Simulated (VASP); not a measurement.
# Al2Cu (I4cm) in VASP: a series of runs

Runs on Al2Cu. Level: PBEsol. Tasks: single point.

Everything below comes from runs of VASP 6.6.1. Logs are shortened: lines on timing, memory, paths and dates and some standing lists are left out, and cuts for length are marked.

### 1 The cell of the first run

Symmetry: I4cm, No. 108, tetragonal system. Conventional cell: a = 5.993 Å, b = 5.993 Å, c = 4.828 Å, α = 90.00°, β = 90.00°, γ = 90.00°. Al (site symmetry m) has 4 Cu at 2.43 to 2.71 Å and 11 Al at 2.70 to 3.19 Å within 3.2 Å. Within 3.2 Å of Cu (site symmetry 4) lie 2 Cu at 2.41 Å and 8 Al at 2.43 to 2.71 Å.

### 2 Single point, PBEsol

File INCAR:

```
SYSTEM = Al2Cu
  ALGO = Fast
  EDIFF = 1E-6
  ENCUT = 520
  GGA = PS
  ISIF = 2
  ISMEAR = 0
  LASPH = .True.
  LCHARG = .False.
  LREAL = .False.
  LWAVE = .False.
  NBANDS = 26
  NELM = 80
  PREC = Accurate
  SIGMA = 0.15
```

File KPOINTS:

```
k-points
0
Gamma
  12 12 12
  0 0 0
```

File POSCAR:

```
Al2Cu
1.0
   -2.9965506908      2.9965506908      2.4139243088
    2.9965506908     -2.9965506908      2.4139243088
    2.9965506908      2.9965506908     -2.4139243088
Al Cu
4 2
Direct
    0.1593199577      0.6593199577      0.8186399154
    0.6593199577      0.8406800423      0.5000000000
    0.8406800423      0.3406800423      0.1813600846
    0.3406800423      0.1593199577      0.5000000000
    0.8121394795      0.8121394795      0.0000000000
    0.3121394795      0.3121394795      0.0000000000
```

Potentials or basis: VASP PAW PBE potentials, release 64 (Al, Cu).

Started as:

```console
$ cat potpaw_PBE.64/Al/POTCAR potpaw_PBE.64/Cu/POTCAR > POTCAR
$ mpirun -np 1 vasp_std > vasp.out
```

OUTCAR:

```text
SYSTEM = Al2Cu
   EDIFF = 1E-6
   ENCUT = 520
   GGA = PS
   ISIF = 2
   ISMEAR = 0
   LASPH = .True.
   LREAL = .False.
   NELM = 80
   PREC = Accurate

 ion  position               nearest neighbor table
   1  0.159  0.659  0.819-   5 2.43   6 2.43   3 2.70   6 2.71   5 2.71   3 2.86   3 2.86   4 3.08
                             2 3.08   2 3.08   4 3.08   4 3.19   2 3.19   2 3.19   4 3.19
   2  0.659  0.841  0.500-   5 2.43   6 2.43   4 2.70   5 2.71   6 2.71   4 2.86   4 2.86   3 3.08
                             1 3.08   1 3.08   3 3.08   1 3.19   3 3.19   1 3.19   3 3.19
   3  0.841  0.341  0.181-   5 2.43   6 2.43   1 2.70   5 2.71   6 2.71   1 2.86   1 2.86   2 3.08
                             4 3.08   4 3.08   2 3.08   2 3.19   4 3.19   4 3.19   2 3.19
   4  0.341  0.159  0.500-   6 2.43   5 2.43   2 2.70   6 2.71   5 2.71   2 2.86   2 2.86   1 3.08
                             1 3.08   3 3.08   3 3.08   1 3.19   3 3.19   3 3.19   1 3.19
   5  0.812  0.812  0.000-   6 2.41   6 2.41   1 2.43   4 2.43   2 2.43   3 2.43   3 2.71   4 2.71
                             1 2.71   2 2.71
   6  0.312  0.312  0.000-   5 2.41   5 2.41   1 2.43   3 2.43   4 2.43   2 2.43   4 2.71   1 2.71
                             2 2.71   3 2.71

  LATTYP: Found a body centered tetragonal cell.
 ALAT       =     5.9931013816
 C/A-ratio  =     0.8055676536

  Lattice vectors:

 A1 = (  -2.9965506908,   2.9965506908,   2.4139243088)
 A2 = (   2.9965506908,  -2.9965506908,   2.4139243088)
 A3 = (   2.9965506908,   2.9965506908,  -2.4139243088)

Analysis of symmetry for initial positions (statically):
=====================================================================
 Subroutine PRICEL returns:
 Original cell was already a primitive cell.

 Routine SETGRP: Setting up the symmetry group for a
 body centered tetragonal supercell.

 Subroutine GETGRP returns: Found  8 space group operations
 (whereof  4 operations were pure point group operations)
 out of a pool of 16 trial point group operations.

The static configuration has the point symmetry     .
 The point group associated with its full space group is C_4v.

Analysis of symmetry for dynamics (positions and initial velocities):
=====================================================================
 Subroutine PRICEL returns:
 Original cell was already a primitive cell.

 Routine SETGRP: Setting up the symmetry group for a
 body centered tetragonal supercell.

 Subroutine GETGRP returns: Found  8 space group operations
 (whereof  4 operations were pure point group operations)
 out of a pool of 16 trial point group operations.

The dynamic configuration has the point symmetry C_4v.
 The point group associated with its full space group is C_4v.
[... 108 lines left out ...]
   LREAL  =      F    real-space projection
   EDIFFG = 0.1E-04   stopping-criterion for IOM
   NSW    =      0    number of steps for IOM
   IBRION =     -1    ionic relax: 0-MD 1-quasi-New 2-CG
   NFREE  =      0    steps in history (QN), initial steepest desc. (CG)
   ISIF   =      2    stress and relaxation
   ISYM   =      2    0-nonsym 1-usesym 2-fastsym
   POTIM  = 0.5000    time-step for ionic-motion
   TEBEG  =    0.0;   TEEND  =   0.0 temperature during run
   PSTRESS=    0.0 pullay stress
   NELECT =      34.0000    total number of electrons
   NUPDOWN=      -1.0000    fix difference up-down
   EMIN   =  10.00;   EMAX   =-10.00  energy-range for DOS
   EFERMI =   0.00;   METHOD = LEGACY
   ISMEAR =     0;   SIGMA  =   0.15  broadening in eV -4-tet -1-fermi 0-gaus
   EFERMI_NEDOS =   21; number of points for ismear=-14 and -15
   IALGO  =     68    algorithm
   IMIX   =      4    mixing-type and parameters
     AMIX     =   0.40;   BMIX     =  1.00
     AMIX_MAG =   1.60;   BMIX_MAG =  1.00
  volume/ion in A,a.u.               =      14.45        97.52
  Fermi-wavevector in a.u.,A,eV,Ry     =   1.198281  2.264424 19.536312  1.435878
  Thomas-Fermi vector in A             =   2.334174
   LORBIT       =      0    0 simple, 1 ext, 2 COOP (PROOUT), +10 PAW based schemes
   GGA     = PS    functional components
   LHFCALC =     F    Hartree Fock is set to
   AEXX    =    0.0000 exact exchange contribution
   IVDW    =     0    specifies the selected vdW correction
   LEPSILON=     F    determine dielectric tensor
   LRPA    =     F    only Hartree local field effects (RPA)
 non-spin polarized calculation
 RMM-DIIS sequential band-by-band and
 Gauss-broadening in eV      SIGMA  =   0.15
  energy-cutoff  :      520.00
  volume of cell :       86.70
 maximum number of plane-waves:      2376
   NGX = 19   NGY = 19   NGZ = 19

 number of electron      33.9999994 magnetization

 Free energy of the ion-electron system (eV)
  ---------------------------------------------------
  ext. energy  EPLUGINS =         0.00000000
  ---------------------------------------------------
  free energy    TOTEN  =       -25.66757316 eV

  energy without entropy =      -25.64394428  energy(sigma->0) =      -25.65575872

 E-fermi :   8.2193     XC(G=0): -11.0739

 val. band max:        8.2187730703   @ k =   0.2500   0.2500   0.0000
 cond. band min:       8.2364111488   @ k =  -0.2500   0.2500   0.2500
 fundamental gap:      0.0176380785
 Fermi energy:         8.2192636592

 k-point     1 :       0.0000    0.0000    0.0000
  band No.  band energies     occupation
      1      -2.7386      2.00000
      2       2.7086      2.00000
      3       2.9647      2.00000
      4       2.9647      2.00000
      5       2.9873      2.00000
      6       3.8187      2.00000
[... 685 lines left out ...]
     25      14.1609      0.00000
     26      15.5272      0.00000

 [... further k-points ...]
[... 5 lines left out ...]
  --------------------------------------------------------------------------------------
  -------------------------------------------------------------------------------------
  Total        1.5571878      1.5571878     -0.1299690      0.0000000      0.0000000      0.0000000
  in kB       28.7756192     28.7756192     -2.4017260      0.0000000      0.0000000      0.0000000
  external PRESSURE =      18.3831708 kB  Pullay stress =       0.0000000 kB

 VOLUME and BASIS-vectors are now :
 -----------------------------------------------------------------------------
  energy-cutoff  :      520.00
  volume of cell :       86.70
      direct lattice vectors                 reciprocal lattice vectors
    -2.996550691  2.996550691  2.413924309     0.000000000  0.166858516  0.207131598
     2.996550691 -2.996550691  2.413924309     0.166858516  0.000000000  0.207131598
     2.996550691  2.996550691 -2.413924309     0.166858516  0.166858516  0.000000000

 POSITION                                       TOTAL-FORCE (eV/Angst)
 -----------------------------------------------------------------------------------
      3.95137      0.95482     -0.00000        -0.109173     -0.109173      0.560671
      2.04173      0.95482      2.41392         0.109173     -0.109173      0.560671
     -0.95482      2.04173      2.41392         0.109173      0.109173      0.560671
      0.95482      2.04173      0.00000        -0.109173      0.109173      0.560671
      0.00000      0.00000      3.92089        -0.000000     -0.000000     -1.121343
      0.00000      0.00000      1.50696        -0.000000     -0.000000     -1.121343
 -----------------------------------------------------------------------------------
    total drift:                                0.000004      0.000004      0.000344

  FREE ENERGIE OF THE ION-ELECTRON SYSTEM (eV)
  ---------------------------------------------------
  free  energy   TOTEN  =       -25.6675731579 eV

  energy  without entropy=      -25.6439442805  energy(sigma->0) =      -25.65575872
```

OSZICAR:

```text
N       E                     dE             d eps       ncg     rms          rms(c)
DAV:   1     0.188000816393E+03    0.18800E+03   -0.13693E+04  8476   0.149E+03
DAV:   2    -0.180696249374E+02   -0.20607E+03   -0.19347E+03  8498   0.292E+02
DAV:   3    -0.305255344049E+02   -0.12456E+02   -0.11710E+02 10960   0.922E+01
DAV:   4    -0.308901840208E+02   -0.36465E+00   -0.36279E+00 12842   0.139E+01
DAV:   5    -0.308951722249E+02   -0.49882E-02   -0.49871E-02 12678   0.162E+00    0.225E+01
RMM:   6    -0.364309573658E+02   -0.55358E+01   -0.11233E+02 10361   0.141E+02    0.194E+01
RMM:   7    -0.259983047095E+02    0.10433E+02   -0.34410E+01  9020   0.816E+01    0.327E+00
RMM:   8    -0.257380003127E+02    0.26030E+00   -0.20452E+00  9281   0.199E+01    0.125E+00
RMM:   9    -0.256738720447E+02    0.64128E-01   -0.46272E-01  9588   0.288E+00    0.569E-01
RMM:  10    -0.256723040154E+02    0.15680E-02   -0.64253E-02 10441   0.306E+00    0.420E-01
RMM:  11    -0.256673078251E+02    0.49962E-02   -0.10771E-02 10893   0.947E-01    0.100E-01
RMM:  12    -0.256676116779E+02   -0.30385E-03   -0.31749E-03 12026   0.354E-01    0.778E-02
RMM:  13    -0.256675903080E+02    0.21370E-04   -0.85666E-04 10737   0.315E-01    0.302E-02
RMM:  14    -0.256675674834E+02    0.22825E-04   -0.31908E-04 10560   0.231E-01    0.293E-02
RMM:  15    -0.256675758164E+02   -0.83330E-05   -0.13899E-04 12554   0.713E-02    0.240E-02
RMM:  16    -0.256675739393E+02    0.18771E-05   -0.13849E-05 10494   0.406E-02    0.302E-02
RMM:  17    -0.256675731579E+02    0.78143E-06   -0.37633E-06  8199   0.188E-02
   1 F= -.25667573E+02 E0= -.25655759E+02  d E =-.236289E-01
```

It took 4.4 min on 1 thread of Intel Xeon Platinum 8488C (Sapphire Rapids), shared host; peak memory 0.43 GiB.

What came out:

```
Free energy            : -25.6676 eV
Pressure               : 1.8 GPa
Largest force          : 1.121 eV/Å
Band gap on the k mesh : zero (bands 17 and 18 overlap by 4.48 eV)
```

Forces on the atoms (eV/Å):
```
Al  -0.109 -0.109  0.561
Al   0.109 -0.109  0.561
Al   0.109  0.109  0.561
Al  -0.109  0.109  0.561
Cu   0.000  0.000 -1.121
Cu   0.000  0.000 -1.121
```

Stress tensor (GPa, compression positive):
```
 2.88  0.00  0.00
 0.00  2.88  0.00
 0.00  0.00 -0.24
```

Caveat: the cell differs from its parent crystal (all Cu atoms moved -0.300 Å, as atom 5 towards its neighbour atom 6 (Cu) at 2.414 Å); the PAW data sets were made with another functional, which shifts forces and pressure a little.

### 3 Single point, PBEsol

File INCAR:

```
SYSTEM = Al2Cu
PREC = Accurate
ENCUT = 520
EDIFF = 1E-6
ISMEAR = 0
SIGMA = 0.15
LREAL = .FALSE.
LASPH = .TRUE.
NELM = 100
ALGO = Fast
ISIF = 2
LWAVE = .FALSE.
LCHARG = .FALSE.
GGA = PS
NBANDS = 26
```

File KPOINTS:

```
Automatic mesh
0
G
  12 12 12
  0 0 0
```

Edit POSCAR of step 2 so:

```diff
@@ -12,3 +12,3 @@
     0.3406800423      0.1593199577      0.5000000000
-    0.8121394795      0.8121394795      0.0000000000
-    0.3121394795      0.3121394795      0.0000000000
+    0.7810697397      0.7810697397      0.0000000000
+    0.2810697397      0.2810697397      0.0000000000
```

Potentials or basis: VASP PAW PBE potentials, release 64 (Al, Cu).

Started as:

```console
$ cat potpaw_PBE.64/Al/POTCAR potpaw_PBE.64/Cu/POTCAR > POTCAR
$ mpirun -np 1 vasp_std > vasp.out
```

OUTCAR:

```text
SYSTEM = Al2Cu
   PREC = Accurate
   ENCUT = 520
   EDIFF = 1E-6
   ISMEAR = 0
   LREAL = .FALSE.
   LASPH = .TRUE.
   NELM = 100
   ISIF = 2
   GGA = PS

 ion  position               nearest neighbor table
   1  0.159  0.659  0.819-   5 2.49   6 2.49   5 2.63   6 2.63   3 2.70   3 2.86   3 2.86   4 3.08
                             2 3.08   2 3.08   4 3.08   4 3.19   2 3.19   2 3.19   4 3.19
   2  0.659  0.841  0.500-   5 2.49   6 2.49   6 2.63   5 2.63   4 2.70   4 2.86   4 2.86   3 3.08
                             1 3.08   1 3.08   3 3.08   1 3.19   3 3.19   1 3.19   3 3.19
   3  0.841  0.341  0.181-   5 2.49   6 2.49   5 2.63   6 2.63   1 2.70   1 2.86   1 2.86   2 3.08
                             4 3.08   4 3.08   2 3.08   2 3.19   4 3.19   4 3.19   2 3.19
   4  0.341  0.159  0.500-   6 2.49   5 2.49   5 2.63   6 2.63   2 2.70   2 2.86   2 2.86   1 3.08
                             1 3.08   3 3.08   3 3.08   1 3.19   3 3.19   3 3.19   1 3.19
   5  0.781  0.781  0.000-   6 2.41   6 2.41   2 2.49   1 2.49   4 2.49   3 2.49   4 2.63   2 2.63
                             1 2.63   3 2.63
   6  0.281  0.281  0.000-   5 2.41   5 2.41   4 2.49   1 2.49   3 2.49   2 2.49   2 2.63   1 2.63
                             3 2.63   4 2.63

  LATTYP: Found a body centered tetragonal cell.
 ALAT       =     5.9931013816
 C/A-ratio  =     0.8055676536

  Lattice vectors:
[... 191 lines left out ...]

 val. band max:        8.2190746671   @ k =  -0.2500   0.2500   0.2500
 cond. band min:       8.2285943038   @ k =   0.2500   0.2500   0.0000
 fundamental gap:      0.0095196367
 Fermi energy:         8.2228808468

 k-point     1 :       0.0000    0.0000    0.0000
  band No.  band energies     occupation
      1      -2.7402      2.00000
      2       2.7486      2.00000
      3       2.9598      2.00000
      4       2.9598      2.00000
      5       2.9797      2.00000
      6       3.8812      2.00000
[... 685 lines left out ...]
     25      14.1920      0.00000
     26      15.7117      0.00000

 [... further k-points ...]
[... 5 lines left out ...]
  --------------------------------------------------------------------------------------
  -------------------------------------------------------------------------------------
  Total        0.5058010      0.5058010     -0.0928938      0.0000000      0.0000000      0.0000000
  in kB        9.3468083      9.3468083     -1.7166055      0.0000000      0.0000000      0.0000000
  external PRESSURE =       5.6590037 kB  Pullay stress =       0.0000000 kB

 VOLUME and BASIS-vectors are now :
 -----------------------------------------------------------------------------
  energy-cutoff  :      520.00
  volume of cell :       86.70
      direct lattice vectors                 reciprocal lattice vectors
    -2.996550691  2.996550691  2.413924309     0.000000000  0.166858516  0.207131598
     2.996550691 -2.996550691  2.413924309     0.166858516  0.000000000  0.207131598
     2.996550691  2.996550691 -2.413924309     0.166858516  0.166858516  0.000000000

 POSITION                                       TOTAL-FORCE (eV/Angst)
 -----------------------------------------------------------------------------------
      3.95137      0.95482     -0.00000        -0.036189     -0.036189      0.295862
      2.04173      0.95482      2.41392         0.036189     -0.036189      0.295862
     -0.95482      2.04173      2.41392         0.036189      0.036189      0.295862
      0.95482      2.04173      0.00000        -0.036189      0.036189      0.295862
      0.00000      0.00000      3.77089        -0.000000     -0.000000     -0.591725
      0.00000      0.00000      1.35696         0.000000      0.000000     -0.591725
 -----------------------------------------------------------------------------------
    total drift:                                0.000009      0.000009      0.000067

  FREE ENERGIE OF THE ION-ELECTRON SYSTEM (eV)
  ---------------------------------------------------
  free  energy   TOTEN  =       -25.9269246445 eV

  energy  without entropy=      -25.9034901047  energy(sigma->0) =      -25.91520737
```

OSZICAR:

```text
N       E                     dE             d eps       ncg     rms          rms(c)
DAV:   1     0.187507603920E+03    0.18751E+03   -0.13662E+04  8476   0.148E+03
DAV:   2    -0.186278835033E+02   -0.20614E+03   -0.19355E+03  8504   0.291E+02
DAV:   3    -0.308658961574E+02   -0.12238E+02   -0.11507E+02 10868   0.910E+01
DAV:   4    -0.312271398200E+02   -0.36124E+00   -0.35942E+00 12804   0.138E+01
DAV:   5    -0.312327136370E+02   -0.55738E-02   -0.55727E-02 12650   0.169E+00    0.228E+01
RMM:   6    -0.371111329005E+02   -0.58784E+01   -0.11425E+02 10376   0.142E+02    0.198E+01
RMM:   7    -0.262891707302E+02    0.10822E+02   -0.34991E+01  9021   0.820E+01    0.341E+00
RMM:   8    -0.260092323877E+02    0.27994E+00   -0.20894E+00  9305   0.201E+01    0.133E+00
RMM:   9    -0.259340084238E+02    0.75224E-01   -0.49855E-01  9554   0.301E+00    0.583E-01
RMM:  10    -0.259325525757E+02    0.14558E-02   -0.69560E-02 10437   0.302E+00    0.444E-01
RMM:  11    -0.259266241851E+02    0.59284E-02   -0.11337E-02 10844   0.956E-01    0.942E-02
RMM:  12    -0.259269925297E+02   -0.36834E-03   -0.33657E-03 11970   0.355E-01    0.771E-02
RMM:  13    -0.259269454534E+02    0.47076E-04   -0.83114E-04 10571   0.294E-01    0.284E-02
RMM:  14    -0.259269212839E+02    0.24170E-04   -0.32041E-04 10713   0.231E-01    0.313E-02
RMM:  15    -0.259269291758E+02   -0.78920E-05   -0.12091E-04 11956   0.669E-02    0.285E-02
RMM:  16    -0.259269239392E+02    0.52367E-05   -0.23866E-05 10528   0.564E-02    0.289E-02
RMM:  17    -0.259269246445E+02   -0.70531E-06   -0.56767E-06  8882   0.194E-02
   1 F= -.25926925E+02 E0= -.25915207E+02  d E =-.234345E-01
```

Run time: 4.5 min. Hardware: 1 thread of Intel Xeon Platinum 8488C (Sapphire Rapids), shared host; peak memory 0.43 GiB.

What came out:

- Free energy: -25.9269 eV
- Pressure: 0.6 GPa
- Largest force: 0.592 eV/Å
- Band gap on the k mesh: zero (bands 17 and 18 overlap by 4.42 eV)

Forces in eV/Å, atoms in the order of the input:
```
Al  -0.036 -0.036  0.296
Al   0.036 -0.036  0.296
Al   0.036  0.036  0.296
Al  -0.036  0.036  0.296
Cu   0.000  0.000 -0.592
Cu   0.000  0.000 -0.592
```

Caveat: the cell differs from its parent crystal (all Cu atoms moved -0.150 Å, as atom 5 towards its neighbour atom 6 (Cu) at 2.414 Å); the PAW data sets were made with another functional, which shifts forces and pressure a little.
